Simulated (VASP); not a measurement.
Wanted: the native input for a VASP 6.6.1 run.

```
Task                   : single point
Functional             : RPBE
Potentials or basis    : VASP PAW PBE potentials, release 64 (Bi_d, Se)
Cutoff                 : 520 eV
k mesh                 : 8 × 8 × 8
Occupations            : fermi-dirac, width 0.05 eV
Spin                   : no spin polarisation
Dipole correction      : no
Further INCAR settings : ALGO = Normal; EDIFF = 1e-06; NBANDS = 32
```

The structure of Bi2Se3 lies in POSCAR:

```
Bi2Se3
1.0
    2.1121279616      1.2194376472      9.7325442609
   -2.1121279616      1.2194376472      9.7325442609
    0.0000000000     -2.4388752945      9.7325442609
Bi Se
2 3
Direct
    0.5992000000      0.5992000000      0.5992000000
    0.4008000000      0.4008000000      0.4008000000
    0.7883000000      0.7883000000      0.7883000000
    0.2117000000      0.2117000000      0.2117000000
    0.0000000000      0.0000000000      0.0000000000
```

One way to write it, as run:

INCAR

```
PREC     = Accurate       # precision mode
ENCUT    = 520            # plane-wave cutoff, eV
EDIFF    = 1E-6           # SCF threshold, eV
ISMEAR   = -1             # smearing method
SIGMA    = 0.05           # smearing width, eV
LREAL    = False          # projectors in reciprocal space
LASPH    = True           # aspherical terms in the spheres
NELM     = 100            # most SCF steps
ALGO     = Normal         # electronic algorithm
ISIF     = 2              # what is computed and relaxed
LWAVE    = False          # write WAVECAR
LCHARG   = True           # write CHGCAR
GGA      = RP             # functional
LELF     = True           # ELF
LVHAR    = True         
NBANDS   = 32             # bands
```

KPOINTS

```
regular mesh
0
Gamma
  8 8 8
```

Potentials or basis: VASP PAW PBE potentials, release 64 (Bi_d, Se).

Command:

```console
$ cat potpaw_PBE.64/Bi_d/POTCAR potpaw_PBE.64/Se/POTCAR > POTCAR
$ mpirun -np 1 vasp_std > vasp.out
```

It gave:

The pressure is 0.6 GPa, the largest force is 0.261 eV/Å and the band gap on the k mesh is 0.33 eV.

Caveat: the PAW data sets were made with another functional, which shifts forces and pressure a little; spin-orbit coupling is left out, which moves the levels of the heavy elements.

Wall time 17 min on 1 thread of Intel(R) Xeon(R) 6975P-C (Granite Rapids), on a shared host, peak memory 1 GiB.
